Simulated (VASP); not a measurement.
A run of VASP 6.6.1:

The input INCAR:

```
PREC = Accurate ; ENCUT = 520
EDIFF = 1E-7 ; ISMEAR = 0
SIGMA = 0.05 ; LREAL = F
LASPH = T ; NELM = 80
ALGO = Normal ; ISIF = 2
LWAVE = F ; LCHARG = F
GGA = PE ; NBANDS = 11
```

The input KPOINTS:

```
regular mesh
0
Gamma
  12 12 12
```

Contents of POSCAR:

```
BN
1.0
    0.0000000000      1.8686451528      1.8686451528
    1.8686451528      0.0000000000      1.8686451528
    1.8686451528      1.8686451528      0.0000000000
B N
1 1
Direct
    0.0000000000      0.0000000000      0.0000000000
    0.7500000000      0.7500000000      0.7500000000
```

Potentials or basis: VASP PAW PBE potentials, release 64 (B, N).

Command:

```bash
$ cat potpaw_PBE.64/B/POTCAR potpaw_PBE.64/N/POTCAR > POTCAR
$ mpirun -np 1 vasp_std > vasp.out
```

Hardware: 1 thread of AMD EPYC 9R14 (Zen 4) (shared host).

How long does it take, and how much memory?

Run time: 6.3 s on 1 thread of AMD EPYC 9R14 (Zen 4) (shared host), peak memory 0.09 GiB. Counts: scf iterations 13, k points 72.
